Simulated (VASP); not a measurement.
A run of VASP 6.6.1:

The input INCAR:

```
SYSTEM = Cu
PREC     = Accurate       ! precision mode
ENCUT    = 520            ! plane-wave cutoff, eV
EDIFF    = 1E-7           ! SCF threshold, eV
ISMEAR   = -1             ! smearing method
SIGMA    = 0.1            ! smearing width, eV
LREAL    = .FALSE.        ! projectors in reciprocal space
LASPH    = .TRUE.         ! aspherical terms in the spheres
NELM     = 80             ! most SCF steps
ALGO     = Normal         ! electronic algorithm
ISIF     = 2              ! what is computed and relaxed
LWAVE    = .FALSE.        ! write WAVECAR
LCHARG   = .TRUE.         ! write CHGCAR
LDIPOL   = .TRUE.       
IDIPOL   = 3            
DIPOL    = 0.5 0.5 0.500
GGA      = PE             ! functional
LELF     = .TRUE.         ! ELF
LVHAR    = .TRUE.       
LVACPOTAV= .TRUE.       
NBANDS   = 24             ! bands
```

Contents of KPOINTS:

```
regular mesh
0
G
  15 15 1
  0 0 0
```

Contents of POSCAR:

```
Cu
1.0
    2.5665139637      0.0000000000      0.0000000000
   -1.2832569818      2.2226662917      0.0000000000
    0.0000000000      0.0000000000     20.1911000000
Cu
3
Direct
    0.1666666667      0.3333333333      0.3974439066
    0.5000000000      1.0000000000      0.4999999857
    0.8333333333      0.6666666667      0.6025561074
```

Potentials or basis: VASP PAW PBE potentials, release 64 (Cu).

Launch:

```sh
$ cat potpaw_PBE.64/Cu/POTCAR > POTCAR
$ mpirun -np 1 vasp_std > vasp.out
```

Hardware: 1 thread of Intel Xeon 8259CL, on a shared host.

Problem. How long does it take, and how much memory?

Solution. Run time: 3.7 min on 1 thread of Intel Xeon 8259CL (shared host), peak memory 0.25 GiB. Counts: scf iterations 24, k points 27.
